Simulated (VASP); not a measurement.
## CaS (Oldhamite): single point with PBE

The system is CaS (Oldhamite).

```
Ca S
1.0
     0.00000    2.85603    2.85603
     2.85603    0.00000    2.85603
     2.85603    2.85603    0.00000
Ca S
1 1
Direct
  0.00000 0.00000 0.00000
  0.50000 0.50000 0.50000
```

```json
{
 "Program": "VASP 6.6.1",
 "Task": "single point",
 "Functional": "PBE",
 "Potentials or basis": "VASP PAW PBE potentials, release 64 (Ca_sv, S)",
 "Cutoff": "500 eV",
 "k mesh": "8 × 8 × 8",
 "Occupations": "gaussian, width 0.02 eV",
 "Spin": "no spin polarisation"
}
```

```
Pressure               : 0.1 GPa
Band gap on the k mesh : 2.38 eV, indirect (least direct gap 3.18 eV)
```

Levels at points of the mesh, in eV from the valence-band top:
```tsv
k point	band 5	band 6	band 7	band 8	band 9	band 10	band 11	band 12
(0.00, 0.00, 0.00)	-11.30	0.00	0.00	0.00	4.09	4.17	4.17	4.17
(0.50, 0.00, 0.00)	-10.50	-3.06	-1.14	-1.14	5.20	6.03	6.17	6.17
(0.50, 0.50, 0.00)	-10.68	-2.26	-0.80	-0.80	2.38	5.59	5.97	6.73
```

It took 29 s on 1 thread of Intel(R) Xeon(R) Platinum 8259CL CPU @ 2.50GHz (Skylake/Cascade Lake), on a shared host, peak memory 0.17 GiB.

A k mesh can miss the band edges. PBE gaps usually lie below the measured ones, often by a third to a half.
